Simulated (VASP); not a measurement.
# I (P6/mmm) in VASP: a series of runs

I is run at these levels: PBE; tasks: single point, relaxation of cell and atoms.

Everything below comes from runs of VASP 6.6.1. Logs are shortened: lines on timing, memory, paths and dates and some standing lists are left out, and cuts for length are marked.

## (1) The cell of the first run

It takes space group P6/mmm (No. 191, hexagonal). The conventional cell has a = 4.266 Å, b = 4.266 Å, c = 2.972 Å, α = 90.00°, β = 90.00°, γ = 120.00°. I (site symmetry 6/mmm) has 2 I at 2.97 Å within 3.9 Å.

## (2) Single point, PBE

The input, INCAR:

```
SYSTEM = I
ALGO = Normal
EDIFF = 1E-6
ENCUT = 520
GGA = PE
ISIF = 2
ISMEAR = 0
LASPH = .TRUE.
LCHARG = .FALSE.
LREAL = .FALSE.
LWAVE = .FALSE.
NBANDS = 10
NELM = 60
PREC = Accurate
SIGMA = 0.1
```

The input, KPOINTS:

```
k-points
0
G
  12 12 14
  0 0 0
```

The input, POSCAR:

```
I
1.0
    4.2660482218      0.0000000000      0.0000000000
   -2.1330241109      3.6945061338      0.0000000000
    0.0000000000      0.0000000000      2.9721247126
I
1
Direct
    0.0000000000      0.0000000000      0.0000000000
```

Potentials or basis: VASP PAW PBE potentials, release 64 (I).

Run with:

```console
> cat potpaw_PBE.64/I/POTCAR > POTCAR
> mpirun -np 1 vasp_std > vasp.out
```

OUTCAR:

```text
SYSTEM = I
   EDIFF = 1E-6
   ENCUT = 520
   GGA = PE
   ISIF = 2
   ISMEAR = 0
   LASPH = .TRUE.
   LREAL = .FALSE.
   NELM = 60
   PREC = Accurate

 ion  position               nearest neighbor table
   1  0.000  0.000  0.000-

  LATTYP: Found a hexagonal cell.
 ALAT       =     4.2660482218
 C/A-ratio  =     0.6966927137

  Lattice vectors:

 A1 = (   4.2660482218,   0.0000000000,   0.0000000000)
 A2 = (  -2.1330241109,   3.6945061338,   0.0000000000)
 A3 = (   0.0000000000,   0.0000000000,   2.9721247126)

Analysis of symmetry for initial positions (statically):
=====================================================================
 Subroutine PRICEL returns:
 Original cell was already a primitive cell.

 Routine SETGRP: Setting up the symmetry group for a
 hexagonal supercell.

 Subroutine GETGRP returns: Found 24 space group operations
 (whereof 24 operations were pure point group operations)
 out of a pool of 24 trial point group operations.

The static configuration has the point symmetry D_6h.

Analysis of symmetry for dynamics (positions and initial velocities):
=====================================================================
 Subroutine PRICEL returns:
 Original cell was already a primitive cell.

 Routine SETGRP: Setting up the symmetry group for a
 hexagonal supercell.

 Subroutine GETGRP returns: Found 24 space group operations
 (whereof 24 operations were pure point group operations)
 out of a pool of 24 trial point group operations.

The dynamic configuration has the point symmetry D_6h.

 Subroutine INISYM returns: Found 24 space group operations
 (whereof 24 operations are pure point group operations),
 and found     1 'primitive' translations

----------------------------------------------------------------------------------------

                                     Primitive cell

  volume of cell :      46.8435

  direct lattice vectors                    reciprocal lattice vectors
     4.266048222  0.000000000  0.000000000     0.234408977  0.135336086  0.000000000
    -2.133024111  3.694506134  0.000000000     0.000000000  0.270672172  0.000000000
     0.000000000  0.000000000  2.972124713     0.000000000  0.000000000  0.336459636

  length of vectors
     4.266048222  4.266048222  2.972124713     0.270672172  0.270672172  0.336459636

  position of ions in fractional coordinates (direct lattice)
     0.000000000  0.000000000  0.000000000

  ion indices of the primitive-cell ions
   primitive index   ion index
                 1           1

----------------------------------------------------------------------------------------

 KPOINTS: k-points

Automatic generation of k-mesh.
 Grid dimensions read from file:
 generate k-points for:   12   12   14

 Generating k-lattice:

  Cartesian coordinates                     Fractional coordinates (reciprocal lattice)
     0.019534081  0.011278007  0.000000000     0.083333333  0.000000000  0.000000000
     0.000000000  0.022556014  0.000000000     0.000000000  0.083333333  0.000000000
     0.000000000  0.000000000  0.024032831     0.000000000  0.000000000  0.071428571

  Length of vectors
     0.022556014  0.022556014  0.024032831

  Shift w.r.t. Gamma in fractional coordinates (k-lattice)
     0.000000000  0.000000000  0.000000000

 Subroutine IBZKPT returns following result:
 ===========================================

 Found    152 irreducible k-points:

 Following reciprocal coordinates:
            Coordinates               Weight
  0.000000  0.000000  0.000000      1.000000
  0.083333  0.000000  0.000000      6.000000
  0.166667  0.000000  0.000000      6.000000
  0.250000  0.000000  0.000000      6.000000
  0.333333  0.000000  0.000000      6.000000
  0.416667  0.000000  0.000000      6.000000
[... 16 lines left out ...]
  0.250000  0.000000  0.071429     12.000000
  0.333333  0.000000  0.071429     12.000000
 [... further k-points ...]
   k-points           NKPTS =    152   k-points in BZ     NKDIM =    152   number of bands    NBANDS=     10
   number of dos      NEDOS =    301   number of ions     NIONS =      1
   total plane-waves  NPLWV =  24576
   dimension x,y,z NGX =    32 NGY =   32 NGZ =   24
   dimension x,y,z NGXF=    64 NGYF=   64 NGZF=   48
   ions per type =               1
   NGX,Y,Z   is equivalent  to a cutoff of  12.47, 12.47, 13.42 a.u.
   NGXF,Y,Z  is equivalent  to a cutoff of  24.94, 24.94, 26.85 a.u.
 SYSTEM =  I
   PREC   = accura    normal or accurate (medium, high low for compatibility)
   ISTART =      0    job   : 0-new  1-cont  2-samecut
   ICHARG =      2    charge: 1-file 2-atom 10-const
   ISPIN  =      1    spin polarized calculation?
   LNONCOLLINEAR =      F non collinear calculations
   LSORBIT =      F    spin-orbit coupling
   LASPH  =      T    aspherical Exc in radial PAW
   ENCUT  =  520.0 eV  38.22 Ry    6.18 a.u.   7.93  7.93  5.53*2*pi/ulx,y,z
   NELM   =     60;   NELMIN=  2; NELMDL= -5     # of ELM steps
   EDIFF  = 0.1E-05   stopping-criterion for ELM
   LREAL  =      F    real-space projection
   EDIFFG = 0.1E-04   stopping-criterion for IOM
   NSW    =      0    number of steps for IOM
   IBRION =     -1    ionic relax: 0-MD 1-quasi-New 2-CG
   NFREE  =      0    steps in history (QN), initial steepest desc. (CG)
   ISIF   =      2    stress and relaxation
   ISYM   =      2    0-nonsym 1-usesym 2-fastsym
   POTIM  = 0.5000    time-step for ionic-motion
   TEBEG  =    0.0;   TEEND  =   0.0 temperature during run
   PSTRESS=    0.0 pullay stress
   NELECT =       7.0000    total number of electrons
   NUPDOWN=      -1.0000    fix difference up-down
   EMIN   =  10.00;   EMAX   =-10.00  energy-range for DOS
   EFERMI =   0.00;   METHOD = LEGACY
   ISMEAR =     0;   SIGMA  =   0.10  broadening in eV -4-tet -1-fermi 0-gaus
   EFERMI_NEDOS =   21; number of points for ismear=-14 and -15
   IALGO  =     38    algorithm
   IMIX   =      4    mixing-type and parameters
     AMIX     =   0.40;   BMIX     =  1.00
     AMIX_MAG =   1.60;   BMIX_MAG =  1.00
  volume/ion in A,a.u.               =      46.84       316.12
  Fermi-wavevector in a.u.,A,eV,Ry     =   0.868743  1.641685 10.268503  0.754714
  Thomas-Fermi vector in A             =   1.987465
   LORBIT       =      0    0 simple, 1 ext, 2 COOP (PROOUT), +10 PAW based schemes
   GGA     = PE    functional components
   LHFCALC =     F    Hartree Fock is set to
   AEXX    =    0.0000 exact exchange contribution
   IVDW    =     0    specifies the selected vdW correction
   LEPSILON=     F    determine dielectric tensor
   LRPA    =     F    only Hartree local field effects (RPA)
 non-spin polarized calculation
 Gauss-broadening in eV      SIGMA  =   0.10
  energy-cutoff  :      520.00
  volume of cell :       46.84
 maximum number of plane-waves:      1281
 NGX is ok and might be reduce to    32
   NGX = 15   NGY = 15   NGZ = 11

 number of electron       7.0000000 magnetization

 Free energy of the ion-electron system (eV)
  ---------------------------------------------------
  ext. energy  EPLUGINS =         0.00000000
  ---------------------------------------------------
  free energy    TOTEN  =        -1.44928716 eV

  energy without entropy =       -1.44407706  energy(sigma->0) =       -1.44668211

 E-fermi :   1.6798     XC(G=0):  -7.5790

 val. band max:        1.6719472062   @ k =   0.0833   0.0833   0.3571
 cond. band min:       1.6850062463   @ k =   0.0833   0.0833   0.4286
 fundamental gap:      0.0130590400
 Fermi energy:         1.6798418263

 k-point     1 :       0.0000    0.0000    0.0000
  band No.  band energies     occupation
      1     -11.4321      2.00000
      2       0.4413      2.00000
      3       0.4413      2.00000
      4       4.9913      0.00000
      5       6.2785      0.00000
      6       9.8692      0.00000
      7       9.8692      0.00000
      8      11.4175      0.00000
      9      12.5677      0.00000
     10      19.4066      0.00000

 k-point     2 :       0.0833    0.0000    0.0000
  band No.  band energies     occupation
      1     -11.4150      2.00000
      2       0.2569      2.00000
      3       0.4065      2.00000
      4       5.0041      0.00000
      5       6.5423      0.00000
      6       9.5647      0.00000
      7      10.0391      0.00000
      8      11.4513      0.00000
      9      13.1213      0.00000
     10      19.0938      0.00000

 k-point     3 :       0.1667    0.0000    0.0000
  band No.  band energies     occupation
      1     -11.3674      2.00000
      2      -0.1891      2.00000
      3       0.3143      2.00000
      4       5.0395      0.00000
      5       7.1386      0.00000
      6       9.1471      0.00000
      7      10.5350      0.00000
      8      11.5477      0.00000
      9      14.3701      0.00000
     10      18.4795      0.00000

 k-point     4 :       0.2500    0.0000    0.0000
  band No.  band energies     occupation
      1     -11.3006      2.00000
      2      -0.7073      2.00000
      3       0.1947      2.00000
      4       5.0887      0.00000
      5       7.4562      0.00000
      6       9.3807      0.00000
      7      11.3213      0.00000
      8      11.6909      0.00000
      9      15.9538      0.00000
     10      17.8754      0.00000

 k-point     5 :       0.3333    0.0000    0.0000
  band No.  band energies     occupation
      1     -11.2315      2.00000
      2      -1.1586      2.00000
      3       0.0814      2.00000
      4       5.1390      0.00000
      5       7.2966      0.00000
      6      10.3920      0.00000
      7      11.8543      0.00000
      8      12.3520      0.00000
      9      17.3971      0.00000
     10      17.5672      0.00000

 k-point     6 :       0.4167    0.0000    0.0000
  band No.  band energies     occupation
      1     -11.1794      2.00000
      2      -1.4598      2.00000
      3       0.0021      2.00000
      4       5.1764      0.00000
      5       7.1055      0.00000
      6      11.5175      0.00000
      7      12.0287      0.00000
      8      13.5635      0.00000
      9      16.8025      0.00000
     10      16.8888      0.00000

 k-point     7 :       0.5000    0.0000    0.0000
  band No.  band energies     occupation
      1     -11.1599      2.00000
      2      -1.5651      2.00000
      3      -0.0262      2.00000
      4       5.1904      0.00000
      5       7.0334      0.00000
      6      11.9020      0.00000
      7      12.3115      0.00000
      8      14.5343      0.00000
      9      15.6909      0.00000
     10      16.2803      0.00000

 k-point     8 :       0.0833    0.0833    0.0000
  band No.  band energies     occupation
      1     -11.3826      2.00000
      2      -0.0457      2.00000
      3       0.3314      2.00000
      4       5.0282      0.00000
      5       6.9934      0.00000
      6       9.1784      0.00000
      7      10.4055      0.00000
      8      11.5166      0.00000
      9      13.9920      0.00000
     10      18.6604      0.00000

 k-point     9 :       0.1667    0.0833    0.0000
  band No.  band energies     occupation
      1     -11.3253      2.00000
      2      -0.4986      2.00000
      3       0.1983      2.00000
      4       5.0706      0.00000
      5       7.5910      0.00000
      6       8.9168      0.00000
      7      11.1249      0.00000
      8      11.6395      0.00000
      9      15.3553      0.00000
     10      18.1102      0.00000
[... 118 lines left out ...]
 k-point    19 :       0.3333    0.3333    0.0000
  band No.  band energies     occupation
      1     -11.1244      2.00000
      2      -1.0469      2.00000
      3      -1.0469      2.00000
      4       5.2160      0.00000
      5       9.7755      0.00000
      6       9.7755      0.00000
      7      11.6606      0.00000
      8      13.1935      0.00000
      9      17.0927      0.00000
     10      17.0932      0.00000

 k-point    20 :       0.0000    0.0000    0.0714
  band No.  band energies     occupation
      1     -11.3579      2.00000
      2       0.5081      2.00000
      3       0.5081      2.00000
      4       4.2445      0.00000
      5       6.3599      0.00000
      6       9.9450      0.00000
      7       9.9450      0.00000
      8      12.2643      0.00000
      9      12.6512      0.00000
     10      17.5261      0.00000

 k-point    21 :       0.0833    0.0000    0.0714
  band No.  band energies     occupation
      1     -11.3408      2.00000
      2       0.3245      2.00000
      3       0.4734      2.00000
      4       4.2592      0.00000
      5       6.6222      0.00000
      6       9.6414      0.00000
      7      10.1145      0.00000
      8      12.2935      0.00000
      9      13.2034      0.00000
     10      17.2502      0.00000

 k-point    22 :       0.1667    0.0000    0.0714
  band No.  band energies     occupation
      1     -11.2933      2.00000
      2      -0.1198      2.00000
      3       0.3815      2.00000
      4       4.2998      0.00000
      5       7.2161      0.00000
      6       9.2230      0.00000
      7      10.6090      0.00000
      8      12.3765      0.00000
      9      14.4496      0.00000
     10      16.6558      0.00000

 k-point    23 :       0.2500    0.0000    0.0714
  band No.  band energies     occupation
      1     -11.2265      2.00000
      2      -0.6364      2.00000
      3       0.2622      2.00000
      4       4.3564      0.00000
      5       7.5348      0.00000
      6       9.4493      0.00000
      7      11.3929      0.00000
      8      12.4986      0.00000
      9      15.9615      0.00000
     10      16.1142      0.00000

 k-point    24 :       0.3333    0.0000    0.0714
  band No.  band energies     occupation
      1     -11.1575      2.00000
      2      -1.0867      2.00000
      3       0.1493      2.00000
      4       4.4145      0.00000
      5       7.3768      0.00000
      6      10.4507      0.00000
      7      12.4196      0.00000
      8      12.6308      0.00000
      9      15.5444      0.00000
     10      16.9606      0.00000

 [... further k-points ...]
[... 5 lines left out ...]
  --------------------------------------------------------------------------------------
  -------------------------------------------------------------------------------------
  Total        0.0001564      0.0001564     -0.0294111      0.0000000     -0.0000000      0.0000000
  in kB        0.0053510      0.0053510     -1.0059409      0.0000000     -0.0000000      0.0000000
  external PRESSURE =      -0.3317463 kB  Pullay stress =       0.0000000 kB

 VOLUME and BASIS-vectors are now :
 -----------------------------------------------------------------------------
  energy-cutoff  :      520.00
  volume of cell :       46.84
      direct lattice vectors                 reciprocal lattice vectors
     4.266048222  0.000000000  0.000000000     0.234408977  0.135336086  0.000000000
    -2.133024111  3.694506134  0.000000000     0.000000000  0.270672172  0.000000000
     0.000000000  0.000000000  2.972124713     0.000000000  0.000000000  0.336459636

 POSITION                                       TOTAL-FORCE (eV/Angst)
 -----------------------------------------------------------------------------------
      0.00000      0.00000      0.00000         0.000000      0.000000      0.000000
 -----------------------------------------------------------------------------------
    total drift:                               -0.000000     -0.000000      0.000000

  FREE ENERGIE OF THE ION-ELECTRON SYSTEM (eV)
  ---------------------------------------------------
  free  energy   TOTEN  =        -1.4492871596 eV

  energy  without entropy=       -1.4440770602  energy(sigma->0) =       -1.44668211
```

Run time: 19 s. Hardware: 1 thread of Intel Xeon Platinum 8488C (Sapphire Rapids), shared host; peak memory 0.2 GiB.

What came out:

```
Free energy : -1.4493 eV
Pressure    : 0.0 GPa
```

Caveat: spin-orbit coupling is left out, which moves the levels of the heavy elements; an odd number of electrons without spin polarisation forces a metal; a magnetic or distorted state may lie lower.

## (3) Relaxation of cell and atoms, PBE

This run uses another cell than the first one, of 51.72 Å³/atom, 1.104 times its volume.

The input, INCAR:

```
  PREC = Accurate
  ENCUT = 600
  EDIFF = 1E-6
  ISMEAR = 0
  SIGMA = 0.1
  LREAL = False
  LASPH = True
  NELM = 60
  ALGO = Normal
  ISIF = 3
  LWAVE = False
  LCHARG = False
  GGA = PE
  IBRION = 2
  NSW = 100
  EDIFFG = -0.01
```

The input, KPOINTS:

```
regular mesh
0
Gamma
  12 12 14
```

The input, POSCAR:

```
I
1.0
    4.5154103082      0.0000000000      0.0000000000
   -2.2577051541      3.9104600354      0.0000000000
    0.0000000000      0.0000000000      2.9288978397
I
1
Direct
    0.0000000000      0.0000000000      0.0000000000
```

Potentials or basis: VASP PAW PBE potentials, release 64 (I).

Run with:

```console
> cat potpaw_PBE.64/I/POTCAR > POTCAR
> mpirun -np 1 vasp_std > vasp.out
```

Run time: 2.3 min. Hardware: 1 thread of Intel Xeon Platinum 8488C (Sapphire Rapids), shared host; peak memory 0.24 GiB.

Results (log left out):

- Free energy: -1.4494 eV
- Relaxed volume: 46.71 Å³/atom
- Relaxed cell: a = 4.262 Å, b = 4.262 Å, c = 2.970 Å, α = 90.00°, β = 90.00°, γ = 120.00°
- Space group after relaxing (to 0.05 Å): P6/mmm (No. 191)
- Energy gained by relaxing: 12.6 meV/atom
- Ionic steps: 11
- Pressure after relaxing: 0.0 GPa

The path:
```tsv
step	energy change (eV)	largest force (eV/Å)	pressure (GPa)	volume (Å³)
1	0.0000	0.0000	0.44	51.72
2	0.0013	0.0000	-1.01	52.77
3	-0.0051	0.0000	-0.29	52.21
4	-0.0064	0.0000	-0.27	51.63
5	-0.0097	0.0000	-0.22	49.93
6	-0.0126	0.0000	-0.01	46.60
7	-0.0126	0.0000	-0.04	46.97
8	-0.0126	0.0000	-0.04	46.87
9	-0.0126	0.0000	-0.02	46.74
10	-0.0125	0.0000	0.13	46.63
11	-0.0126	0.0000	0.01	46.71
```

Final structure:
```cif
data_structure
_symmetry_space_group_name_H-M 'P 1'
_symmetry_Int_Tables_number 1
_cell_length_a 4.2615
_cell_length_b 4.2615
_cell_length_c 2.9701
_cell_angle_alpha 90.000
_cell_angle_beta 90.000
_cell_angle_gamma 120.000
_cell_volume 46.71
loop_
_atom_site_label
_atom_site_type_symbol
_atom_site_fract_x
_atom_site_fract_y
_atom_site_fract_z
_atom_site_occupancy
I1 I 0.00000 0.00000 0.00000 1
```

Levels at points of the mesh, in eV from the Fermi level:
```csv
k point,band 1,band 2,band 3,band 4,band 5,band 6
"(0.00, 0.00, 0.00)",-13.12,-1.24,-1.24,3.32,4.60,8.19
"(0.50, 0.00, 0.00)",-12.85,-3.26,-1.71,3.52,5.35,10.23
"(0.00, 0.00, 0.50)",-10.86,-5.10,0.51,0.51,8.40,8.82
"(0.50, 0.00, 0.50)",-10.59,-4.79,-1.17,0.12,5.06,7.90
```

Caveat: spin-orbit coupling is left out, which moves the levels of the heavy elements; an odd number of electrons without spin polarisation forces a metal; a magnetic or distorted state may lie lower.
